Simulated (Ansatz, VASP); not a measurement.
# Ta in VASP and in Ansatz

Contents of POSCAR:

```
Ta
1.0
    0.0000000000      2.1001305324      2.1001305324
    2.1001305324      0.0000000000      2.1001305324
    2.1001305324      2.1001305324      0.0000000000
Ta
1
Direct
    0.0000000000      0.0000000000      0.0000000000
```

Contents of INCAR.step1:

```
PREC = Accurate ; ENCUT = 520
ISMEAR = 0 ; SIGMA = 0.05
LREAL = False ; LASPH = True
NELM = 80 ; NBANDS = 12
GGA = PE ; ALGO = Normal
EDIFF = 1E-4 ; LWAVE = True
LCHARG = False
```

File INCAR.step2:

```
PREC = Accurate ; ENCUT = 520
EDIFF = 1E-7 ; ISMEAR = 0
SIGMA = 0.05 ; LREAL = False
LASPH = True ; NELM = 80
ALGO = Normal ; ISIF = 2
LWAVE = False ; LCHARG = True
METAGGA = R2SCAN ; LMIXTAU = True
LELF = True ; LVHAR = True
NBANDS = 12 ; ISTART = 1
```

The input KPOINTS:

```
regular mesh
0
Gamma
  18 18 18
```

Input for Ansatz:

```yaml
crystal:
  lattice:
    - [0.0, 2.1001305324, 2.1001305324]
    - [2.1001305324, 0.0, 2.1001305324]
    - [2.1001305324, 2.1001305324, 0.0]
  atoms:
    - { symbol: Ta, position: [0.0, 0.0, 0.0] }
basis:
  ecutwfc: 600
  ecutrho_ratio: 5
kpoints:
  mp_grid: { grid: [18, 18, 18] }
hamiltonian:
  xc: r2scan
scf:
  occupations: { method: gaussian, width: 0.05 }
output:
  forces: true
  stress: true
  eigenvalues: true
```

Alike in both runs: task single point; functional r2SCAN; k mesh 18 × 18 × 18; occupations gaussian, width 0.05 eV; no spin polarisation.

```csv
,VASP,Ansatz
version,VASP 6.6.1,Ansatz 0.2.0
potentials or method,"VASP PAW PBE potentials, release 64 (Ta_pv), cutoff 520 eV","scalar-relativistic, plane waves, PAW"
valence electrons in the cell,11,13
```

Ansatz gave:

| Item | Value |
| --- | --- |
| gap on the k mesh at the Fermi level (eV) | none |
| pressure (GPa) | 1.1 |

Task: Estimate VASP's values.

Result: gap on the k mesh at the Fermi level (eV): none; pressure (GPa): 1.6.

VASP's potentials were made for PBE, not for r2SCAN. A gap of «none» marks a metal or a gap that the smearing closes. The functional is the same, so the differences come from potentials, cutoffs and numerics. VASP's potentials hold 11 valence electrons a cell and Ansatz's 13, so a difference there can come from the potentials and not from the codes.

Spin-orbit coupling is off throughout.
